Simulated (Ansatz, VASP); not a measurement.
AsPt: VASP beside Ansatz

INCAR

```
SYSTEM = AsPt
PREC = Accurate
ENCUT = 600
EDIFF = 1E-7
ISMEAR = 0
SIGMA = 0.1
LREAL = .False.
LASPH = .True.
NELM = 60
ALGO = Normal
ISIF = 3
LWAVE = .False.
LCHARG = .False.
GGA = PE
IBRION = 2
NSW = 100
EDIFFG = -0.01
```

Contents of KPOINTS:

```
regular mesh
0
Gamma
  18 18 16
  0 0 0
```

Contents of POSCAR:

```
AsPt
1.0
    3.1860383863      0.0000000000      0.0000000000
    0.0000000000      3.1860383863      0.0000000000
    0.0000000000      0.0000000000      3.2753261671
As Pt
1 1
Direct
    0.0000000000      0.0000000000      0.0000000000
    0.5000000000      0.5000000000      0.5000000000
```

Input for Ansatz:

```yaml
crystal:
  lattice:
    - [3.1860383863, 0.0, 0.0]
    - [0.0, 3.1860383863, 0.0]
    - [0.0, 0.0, 3.2753261671]
  atoms:
    - { symbol: As, position: [0.0, 0.0, 0.0] }
    - { symbol: Pt, position: [0.5, 0.5, 0.5] }
basis:
  ecutwfc: 420
kpoints:
  mp_grid: { grid: [18, 18, 16] }
hamiltonian:
  xc: pbe
scf:
  occupations: { method: gaussian, width: 0.1 }
output:
  forces: true
  stress: true
  eigenvalues: true
relax:
  adjacent_minimum: "off"
  f_tol: 0.01
  max_steps: 80
  cell: { stress_tol: 0.05 }
```

Change from the starting cell: species swapped into the MnPd type (P4/mmm, No. 123).

Alike in both runs: task relaxation of cell and atoms; functional PBE; k mesh 18 × 18 × 16; occupations gaussian, width 0.1 eV; no spin polarisation.

|  | VASP | Ansatz |
| --- | --- | --- |
| version | VASP 6.6.1 | Ansatz 0.2.0 |
| potentials or method | VASP PAW PBE potentials, release 64 (As, Pt), cutoff 600 eV | scalar-relativistic, plane waves, PAW |
| valence electrons in the cell | 15 | 33 |

```tsv
	VASP	Ansatz	Ansatz less VASP
gap on the k mesh at the Fermi level, each at its own relaxed structure (eV)	none	none	-
relaxed volume (Å³/atom)	16.72	16.73	+0.004
relaxed length of the cell vector where the two differ most in proportion (Å)	3.281	3.227	-0.0541
```

A gap of «none» marks a metal or a gap that the smearing closes. VASP's potentials hold 15 valence electrons a cell and Ansatz's 33, so a difference there can come from the potentials and not from the codes.

Spin-orbit coupling is off throughout.
